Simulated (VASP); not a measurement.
# InSb: relaxation of cell and atoms with r2SCAN

Crystal: InSb.

```
In Sb
1.0
     0.00000    3.23910    3.23910
     3.23910    0.00000    3.23910
     3.23910    3.23910    0.00000
In Sb
1 1
Direct
  0.00000 0.00000 0.00000
  0.75000 0.75000 0.75000
```

```yaml
Program: VASP 6.6.1
Task: relaxation of cell and atoms
Functional: r2SCAN
Potentials_or_basis: VASP PAW PBE potentials, release 64 (In_d, Sb)
Cutoff: 600 eV
k_mesh: 12 × 12 × 12
Occupations: fermi-dirac, width 0.05 eV
Spin: no spin polarisation
Dipole_correction: no
Further_INCAR_settings: ALGO = Normal; EDIFF = 1e-06; IBRION = 2; EDIFFG = -0.002; NSW = 100; ISIF = 3
```

- Relaxed volume: 35.24 Å³/atom
- Relaxed cell: a = 4.636 Å, b = 4.636 Å, c = 4.636 Å, α = 60.00°, β = 60.00°, γ = 60.00°
- Space group after relaxing (to 0.1 Å): F-43m (No. 216)
- Energy gained by relaxing: 6.5 meV/atom
- Ionic steps: 3
- Pressure after relaxing: 0.0 GPa
- Band gap on the k mesh: 0.02 eV

Step by step:
```tsv
step	energy change (eV)	largest force (eV/Å)	pressure (GPa)	volume (Å³)
1	0.0000	0.0000	1.72	67.97
2	-0.0106	0.0000	-0.67	71.62
3	-0.0130	0.0000	0.00	70.48
```

Final structure:
```yaml
crystal:
  lattice:
    - [0.00000, 3.27847, 3.27847]
    - [3.27847, 0.00000, 3.27847]
    - [3.27847, 3.27847, 0.00000]
  atoms:
    - { symbol: In, position: [0.00000, 0.00000, 0.00000] }
    - { symbol: Sb, position: [0.75000, 0.75000, 0.75000] }
```

Levels at points of the mesh, in eV from the valence-band top:
| k point | band 5 | band 6 | band 7 | band 8 | band 9 | band 10 | band 11 | band 12 | band 13 |
| --- | --- | --- | --- | --- | --- | --- | --- | --- | --- |
| (0.00, 0.00, 0.00) | -14.93 | -10.89 | 0.00 | 0.00 | 0.00 | 0.02 | 3.22 | 3.22 | 3.22 |
| (0.50, 0.00, 0.00) | -14.93 | -9.53 | -5.60 | -0.99 | -0.99 | 0.77 | 4.09 | 4.09 | 6.48 |
| (0.50, 0.50, 0.00) | -14.92 | -8.93 | -5.91 | -2.24 | -2.24 | 1.57 | 1.63 | 8.52 | 8.52 |

Wall time 24 min on 1 thread of Intel Xeon 8259CL, with other jobs on the host, peak memory 0.33 GiB.

Caveat: the smearing spreads over this small gap; semilocal functionals underestimate gaps, and a narrow one can read as zero; the PAW data sets were made with another functional, which shifts forces and pressure a little; spin-orbit coupling is left out, which moves the levels of the heavy elements. Zero-point motion and thermal expansion aren't in these numbers.
